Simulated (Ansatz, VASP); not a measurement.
## SrCl2: VASP beside Ansatz

```
Sr Cl
1.0
     0.00000    3.49975    3.49975
     3.49975    0.00000    3.49975
     3.49975    3.49975    0.00000
Sr Cl
1 2
Direct
  0.00000 0.00000 0.00000
  0.75000 0.75000 0.75000
  0.25000 0.25000 0.25000
```

Alike in both runs: task electric field gradients; functional PBE; k mesh 6 × 6 × 6; occupations fermi-dirac, width 0.02 eV; no spin polarisation.

|  | VASP | Ansatz |
| --- | --- | --- |
| version | VASP 6.6.1 | Ansatz 0.2.0 |
| potentials or method | VASP PAW PBE potentials, release 64 (Sr_sv, Cl) | PAW with Ansatz's default frozen-core files, scalar-relativistic |
| plane-wave cutoff (eV) | 520 | 420 |
| valence electrons in the cell | 24 | 24 |

```tsv
	VASP	Ansatz	Ansatz less VASP
gap on the k mesh at the Fermi level (eV)	5.30	5.31	+0.005
pressure (GPa)	0.7	0.6	-0.08
```
